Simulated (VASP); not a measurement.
# SrAg4As2 (R-3m) in VASP: notebook

Runs on SrAg4As2. Level: PBE. Tasks: single point.

Program: VASP 6.6.1. These are calculated values, not measurements. Logs are shortened: lines on timing, memory, paths and dates and some standing lists are left out, and cuts for length are marked.

### Step 1. The cell of the first run

It takes space group R-3m (No. 166, trigonal). The conventional cell has a = 4.486 Å, b = 4.486 Å, c = 25.033 Å, α = 90.00°, β = 90.00°, γ = 120.00°. Within 4.4 Å of Sr (site symmetry -3m) lie 6 As at 3.37 Å and 8 Ag at 3.59 to 3.69 Å. Within 3.4 Å of As (site symmetry 3m) lie 7 Ag at 2.60 to 2.96 Å and 3 Sr at 3.37 Å. Within 3.4 Å of Ag (site symmetry 3m) lie 4 As at 2.60 to 2.96 Å and 9 Ag at 2.76 to 3.35 Å. Ag (site symmetry 3m) has 3 As at 2.63 Å and 7 Ag at 2.76 to 3.35 Å within 3.5 Å.

### Step 2. Single point, PBE

Contents of INCAR:

```
SYSTEM = SrAg4As2
ALGO     = Normal         ! electronic algorithm
EDIFF    = 1E-6           ! SCF threshold, eV
ENCUT    = 520            ! plane-wave cutoff, eV
GGA      = PE             ! functional
ISIF     = 2              ! what is computed and relaxed
ISMEAR   = -1             ! smearing method
LASPH    = .TRUE.         ! aspherical terms in the spheres
LCHARG   = .FALSE.        ! write CHGCAR
LREAL    = .FALSE.        ! projectors in reciprocal space
LWAVE    = .FALSE.        ! write WAVECAR
NBANDS   = 41             ! bands
NELM     = 80             ! most SCF steps
PREC     = Accurate       ! precision mode
SIGMA    = 0.1            ! smearing width, eV
```

Contents of KPOINTS:

```
k-points
0
G
  5 5 5
  0 0 0
```

Contents of POSCAR:

```
SrAg4As2
1.0
    2.2431440000      3.8852340000      0.0000000000
   -2.2431440000      3.8852340000      0.0000000000
    0.0000000000     -2.5901560000      8.3442280000
Sr As Ag
1 2 4
Direct
    0.0000000000      0.0000000000      0.0000000000
    0.2474000000      0.2474000000      0.7422000000
    0.7526000000      0.7526000000      0.2578000000
    0.1434000000      0.1434000000      0.4302000000
    0.8566000000      0.8566000000      0.5698000000
    0.4385000000      0.4385000000      0.3155000000
    0.5615000000      0.5615000000      0.6845000000
```

Potentials or basis: VASP PAW PBE potentials, release 64 (Sr_sv, As, Ag).

Run with:

```console
> cat potpaw_PBE.64/Sr_sv/POTCAR potpaw_PBE.64/As/POTCAR potpaw_PBE.64/Ag/POTCAR > POTCAR
> mpirun -np 1 vasp_std > vasp.out
```

OUTCAR:

```text
SYSTEM = SrAg4As2
   EDIFF = 1E-6
   ENCUT = 520
   GGA = PE
   ISIF = 2
   ISMEAR = -1
   LASPH = .TRUE.
   LREAL = .FALSE.
   NELM = 80
   PREC = Accurate

 ion  position               nearest neighbor table
   1  0.000  0.000  0.000-   2 3.37   3 3.37   3 3.37   3 3.37   2 3.37   2 3.37   4 3.59   5 3.59
                             6 3.69   7 3.69   7 3.69   6 3.69   7 3.69   6 3.69
   2  0.247  0.247  0.742-   4 2.60   7 2.63   7 2.63   7 2.63   5 2.96   5 2.96   5 2.96   1 3.37
                             1 3.37   1 3.37
   3  0.753  0.753  0.258-   5 2.60   6 2.63   6 2.63   6 2.63   4 2.96   4 2.96   4 2.96   1 3.37
                             1 3.37   1 3.37
   4  0.143  0.143  0.430-   2 2.60   6 2.76   6 2.76   6 2.76   5 2.84   5 2.84   5 2.84   3 2.96
                             3 2.96   3 2.96   7 3.35   7 3.35   7 3.35   1 3.59
   5  0.857  0.857  0.570-   3 2.60   7 2.76   7 2.76   7 2.76   4 2.84   4 2.84   4 2.84   2 2.96
                             2 2.96   2 2.96   6 3.35   6 3.35   6 3.35   1 3.59
   6  0.438  0.438  0.316-   3 2.63   3 2.63   3 2.63   4 2.76   4 2.76   4 2.76   7 3.08   5 3.35
                             5 3.35   5 3.35   1 3.69   1 3.69   1 3.69
   7  0.562  0.562  0.684-   2 2.63   2 2.63   2 2.63   5 2.76   5 2.76   5 2.76   6 3.08   4 3.35
                             4 3.35   4 3.35   1 3.69   1 3.69   1 3.69

  LATTYP: Found a trigonal (rhomboedric) cell.
 ALAT       =     8.7369939308
 COS(alpha) =     0.8681681835

  Lattice vectors:

 A1 = (   2.2431440000,   1.2950780000,   8.3442280000)
 A2 = (  -2.2431440000,   1.2950780000,   8.3442280000)
 A3 = (   0.0000000000,  -2.5901560000,   8.3442280000)

Analysis of symmetry for initial positions (statically):
=====================================================================
 Subroutine PRICEL returns:
 Original cell was already a primitive cell.

 Routine SETGRP: Setting up the symmetry group for a
 trigonal (rhombohedral) supercell.

 Subroutine GETGRP returns: Found 12 space group operations
 (whereof 12 operations were pure point group operations)
 out of a pool of 12 trial point group operations.

The static configuration has the point symmetry D_3d.

Analysis of symmetry for dynamics (positions and initial velocities):
=====================================================================
 Subroutine PRICEL returns:
 Original cell was already a primitive cell.

 Routine SETGRP: Setting up the symmetry group for a
 trigonal (rhombohedral) supercell.

 Subroutine GETGRP returns: Found 12 space group operations
 (whereof 12 operations were pure point group operations)
 out of a pool of 12 trial point group operations.

The dynamic configuration has the point symmetry D_3d.

 Subroutine INISYM returns: Found 12 space group operations
 (whereof 12 operations are pure point group operations),
 and found     1 'primitive' translations

----------------------------------------------------------------------------------------

                                     Primitive cell

  volume of cell :     145.4422

  direct lattice vectors                    reciprocal lattice vectors
     2.243144000  3.885234000  0.000000000     0.222901428  0.128692377  0.039947774
    -2.243144000  3.885234000  0.000000000    -0.222901428  0.128692377  0.039947774
     0.000000000 -2.590156000  8.344228000     0.000000000  0.000000000  0.119843322

  length of vectors
     4.486283344  4.486283344  8.736993134     0.260466119  0.260466119  0.119843322

  position of ions in fractional coordinates (direct lattice)
     0.000000000  0.000000000  0.000000000
     0.247400000  0.247400000  0.742200000
     0.752600000  0.752600000  0.257800000
     0.143400000  0.143400000  0.430200000
     0.856600000  0.856600000  0.569800000
     0.438500000  0.438500000  0.315500000
     0.561500000  0.561500000  0.684500000

  ion indices of the primitive-cell ions
   primitive index   ion index
                 1           1
                 2           2
                 3           3
                 4           4
                 5           5
                 6           6
                 7           7

----------------------------------------------------------------------------------------

 KPOINTS: k-points

Automatic generation of k-mesh.
 Grid dimensions read from file:
 generate k-points for:    5    5    5

 Generating k-lattice:

  Cartesian coordinates                     Fractional coordinates (reciprocal lattice)
     0.044580286  0.025738475  0.007989555     0.200000000  0.000000000 -0.000000000
    -0.044580286  0.025738475  0.007989555     0.000000000  0.200000000 -0.000000000
     0.000000000  0.000000000  0.023968664     0.000000000  0.000000000  0.200000000

  Length of vectors
     0.052093224  0.052093224  0.023968664

  Shift w.r.t. Gamma in fractional coordinates (k-lattice)
     0.000000000  0.000000000  0.000000000

 Subroutine IBZKPT returns following result:
 ===========================================

 Found     19 irreducible k-points:

 Following reciprocal coordinates:
            Coordinates               Weight
  0.000000  0.000000  0.000000      1.000000
  0.200000 -0.000000 -0.000000      6.000000
  0.400000  0.000000  0.000000      6.000000
  0.200000  0.200000 -0.000000      6.000000
  0.400000  0.200000  0.000000     12.000000
 -0.400000  0.200000  0.000000     12.000000
[... 11 lines left out ...]
  0.000000  0.000000  0.400000      2.000000
  0.200000 -0.000000  0.400000      6.000000
   k-points           NKPTS =     19   k-points in BZ     NKDIM =     19   number of bands    NBANDS=     41
   number of dos      NEDOS =    301   number of ions     NIONS =      7
   total plane-waves  NPLWV =  90720
   dimension x,y,z NGX =    36 NGY =   36 NGZ =   70
   dimension x,y,z NGXF=    72 NGYF=   72 NGZF=  140
   ions per type =               1   2   4
   NGX,Y,Z   is equivalent  to a cutoff of  13.34, 13.34, 13.32 a.u.
   NGXF,Y,Z  is equivalent  to a cutoff of  26.68, 26.68, 26.64 a.u.
 SYSTEM =  SrAg4As2
   PREC   = accura    normal or accurate (medium, high low for compatibility)
   ISTART =      0    job   : 0-new  1-cont  2-samecut
   ICHARG =      2    charge: 1-file 2-atom 10-const
   ISPIN  =      1    spin polarized calculation?
   LNONCOLLINEAR =      F non collinear calculations
   LSORBIT =      F    spin-orbit coupling
   LASPH  =      T    aspherical Exc in radial PAW
   ENCUT  =  520.0 eV  38.22 Ry    6.18 a.u.   8.34  8.34 16.25*2*pi/ulx,y,z
   NELM   =     80;   NELMIN=  2; NELMDL= -5     # of ELM steps
   EDIFF  = 0.1E-05   stopping-criterion for ELM
   LREAL  =      F    real-space projection
   EDIFFG = 0.1E-04   stopping-criterion for IOM
   NSW    =      0    number of steps for IOM
   IBRION =     -1    ionic relax: 0-MD 1-quasi-New 2-CG
   NFREE  =      0    steps in history (QN), initial steepest desc. (CG)
   ISIF   =      2    stress and relaxation
   ISYM   =      2    0-nonsym 1-usesym 2-fastsym
   POTIM  = 0.5000    time-step for ionic-motion
   TEBEG  =    0.0;   TEEND  =   0.0 temperature during run
   PSTRESS=    0.0 pullay stress
   NELECT =      64.0000    total number of electrons
   NUPDOWN=      -1.0000    fix difference up-down
   EMIN   =  10.00;   EMAX   =-10.00  energy-range for DOS
   EFERMI =   0.00;   METHOD = LEGACY
   ISMEAR =    -1;   SIGMA  =   0.10  broadening in eV -4-tet -1-fermi 0-gaus
   EFERMI_NEDOS =   21; number of points for ismear=-14 and -15
   IALGO  =     38    algorithm
   IMIX   =      4    mixing-type and parameters
     AMIX     =   0.40;   BMIX     =  1.00
     AMIX_MAG =   1.60;   BMIX_MAG =  1.00
  volume/ion in A,a.u.               =      20.78       140.21
  Fermi-wavevector in a.u.,A,eV,Ry     =   1.245197  2.353081 21.096038  1.550515
  Thomas-Fermi vector in A             =   2.379430
   LORBIT       =      0    0 simple, 1 ext, 2 COOP (PROOUT), +10 PAW based schemes
   GGA     = PE    functional components
   LHFCALC =     F    Hartree Fock is set to
   AEXX    =    0.0000 exact exchange contribution
   IVDW    =     0    specifies the selected vdW correction
   LEPSILON=     F    determine dielectric tensor
   LRPA    =     F    only Hartree local field effects (RPA)
 non-spin polarized calculation
  energy-cutoff  :      520.00
  volume of cell :      145.44
 maximum number of plane-waves:      3937
 NGX is ok and might be reduce to    36
   NGX = 17   NGY = 17   NGZ = 33

 number of electron      63.9999997 magnetization

 Free energy of the ion-electron system (eV)
  ---------------------------------------------------
  ext. energy  EPLUGINS =         0.00000000
  ---------------------------------------------------
  free energy    TOTEN  =       -23.56867933 eV

  energy without entropy =      -23.52465581  energy(sigma->0) =      -23.54666757

 E-fermi :   6.6339     XC(G=0): -10.6895

 val. band max:        6.6118058920   @ k =  -0.4000   0.4000   0.0000
 cond. band min:       6.8779571563   @ k =   0.0000   0.0000   0.4000
 fundamental gap:      0.2661512643
 Fermi energy:         6.6339342309

 k-point     1 :       0.0000    0.0000    0.0000
  band No.  band energies     occupation
      1     -29.4453      2.00000
      2     -11.4790      2.00000
      3     -11.4171      2.00000
      4     -11.4171      2.00000
      5      -5.4501      2.00000
      6      -4.8959      2.00000
[... 33 lines left out ...]
     40      10.7805      0.00000
     41      10.7806      0.00000

 k-point     2 :       0.2000   -0.0000   -0.0000
  band No.  band energies     occupation
      1     -29.4435      2.00000
      2     -11.4678      2.00000
      3     -11.4565      2.00000
      4     -11.4257      2.00000
      5      -5.2244      2.00000
      6      -4.8059      2.00000
[... 737 lines left out ...]
     40      10.2713      0.00000
     41      10.6489      0.00000

 k-point    19 :       0.2000   -0.0000    0.4000
  band No.  band energies     occupation
      1     -29.4435      2.00000
      2     -11.4688      2.00000
      3     -11.4565      2.00000
      4     -11.4257      2.00000
      5      -5.1306      2.00000
      6      -4.9015      2.00000
[... 33 lines left out ...]
     40      10.8077      0.00000
     41      11.2295      0.00000

------------------------ aborting loop because EDIFF is reached ----------------------------------------

  FORCE on cell =-STRESS in cart. coord.  units (eV):
  Direction    XX          YY          ZZ          XY          YZ          ZX
  --------------------------------------------------------------------------------------
  -------------------------------------------------------------------------------------
  Total        6.6049352      6.6049170      3.1931670      0.0000000      0.0000000      0.0000000
  in kB       72.7593237     72.7591223     35.1756165      0.0000000      0.0000000      0.0000000
  external PRESSURE =      60.2313542 kB  Pullay stress =       0.0000000 kB

 VOLUME and BASIS-vectors are now :
 -----------------------------------------------------------------------------
  energy-cutoff  :      520.00
  volume of cell :      145.44
      direct lattice vectors                 reciprocal lattice vectors
     2.243144000  3.885234000  0.000000000     0.222901428  0.128692377  0.039947774
    -2.243144000  3.885234000  0.000000000    -0.222901428  0.128692377  0.039947774
     0.000000000 -2.590156000  8.344228000     0.000000000  0.000000000  0.119843322

 POSITION                                       TOTAL-FORCE (eV/Angst)
 -----------------------------------------------------------------------------------
      0.00000      0.00000      0.00000         0.000000     -0.000000      0.000000
      0.00000      0.00000      6.19309         0.000000      0.000000      1.362663
      0.00000      5.18031      2.15114         0.000000     -0.000000     -1.362663
      0.00000      0.00000      3.58969         0.000000     -0.000000     -0.138697
      0.00000      5.18031      4.75454         0.000000      0.000000      0.138697
      0.00000      2.59016      2.63260         0.000000     -0.000000     -0.528020
      0.00000      2.59016      5.71162         0.000000      0.000000      0.528020
 -----------------------------------------------------------------------------------
    total drift:                               -0.000000     -0.000000      0.000000

  FREE ENERGIE OF THE ION-ELECTRON SYSTEM (eV)
  ---------------------------------------------------
  free  energy   TOTEN  =       -23.5686793317 eV

  energy  without entropy=      -23.5246558056  energy(sigma->0) =      -23.54666757
```

It took 2.6 min on 1 thread of Oxide Virtual Turin-like, shared host; peak memory 0.31 GiB.

Results:

| Property | Result |
| --- | --- |
| Free energy | -23.5687 eV |
| Pressure | 6.0 GPa |
| Largest force | 1.363 eV/Å |
| Band gap on the k mesh | zero (band 32 reaches 7.01 eV, above the bottom of band 33 at 6.60 eV) |

Forces in eV/Å, atoms in the order of the input:
```
Sr   0.000  0.000  0.000
As   0.000  0.000  1.363
As   0.000  0.000 -1.363
Ag   0.000  0.000 -0.139
Ag   0.000  0.000  0.139
Ag   0.000  0.000 -0.528
Ag   0.000  0.000  0.528
```

Stress tensor (GPa, compression positive):
```
7.28 0.00 0.00
0.00 7.28 0.00
0.00 0.00 3.52
```

Levels at points of the mesh, in eV from the Fermi level:
```csv
k point,band 28,band 29,band 30,band 31,band 32,band 33,band 34,band 35,band 36,band 37
"(0.00, 0.00, 0.00)",-0.86,-0.85,-0.22,-0.22,0.37,0.37,0.43,1.28,2.64,2.64
```

Caveat: forces of over 1 eV/Å act on the atoms, so gaps and moduli don't describe the material at rest.

### Step 3. Single point, PBE

Contents of INCAR:

```
  PREC = Accurate
  ENCUT = 520
  EDIFF = 1E-7
  ISMEAR = -1
  SIGMA = 0.1
  LREAL = False
  LASPH = True
  NELM = 100
  ALGO = Normal
  ISIF = 2
  LWAVE = False
  LCHARG = True
  GGA = PE
  LELF = True
  LVHAR = True
  NBANDS = 41
```

Contents of KPOINTS:

```
regular mesh
0
Gamma
  5 5 5
```

POSCAR is that of step 2.

Potentials or basis: VASP PAW PBE potentials, release 64 (Sr_sv, As, Ag).

Run with:

```console
> cat potpaw_PBE.64/Sr_sv/POTCAR potpaw_PBE.64/As/POTCAR potpaw_PBE.64/Ag/POTCAR > POTCAR
> mpirun -np 1 vasp_std > vasp.out
```

Wall time 4.7 min (1 thread of Oxide Virtual Turin-like, shared host); peak memory 0.31 GiB.

The run converged. Its results:

- Free energy: -23.5687 eV
- Pressure: 6.0 GPa
- Largest force: 1.363 eV/Å
- Band gap on the k mesh: zero (band 32 reaches 7.01 eV, above the bottom of band 33 at 6.60 eV)

Forces on the atoms (eV/Å):
```
Sr   0.000  0.000  0.000
As   0.000  0.000  1.363
As   0.000  0.000 -1.363
Ag   0.000  0.000 -0.139
Ag   0.000  0.000  0.139
Ag   0.000  0.000 -0.528
Ag   0.000  0.000  0.528
```

Stress tensor (GPa, compression positive):
```
7.28 0.00 0.00
0.00 7.28 0.00
0.00 0.00 3.52
```

Levels at points of the mesh, in eV from the Fermi level:
| k point | band 28 | band 29 | band 30 | band 31 | band 32 | band 33 | band 34 | band 35 | band 36 | band 37 |
| --- | --- | --- | --- | --- | --- | --- | --- | --- | --- | --- |
| (0.00, 0.00, 0.00) | -0.86 | -0.85 | -0.22 | -0.22 | 0.37 | 0.37 | 0.43 | 1.28 | 2.64 | 2.64 |

Caveat: forces of over 1 eV/Å act on the atoms, so gaps and moduli don't describe the material at rest.
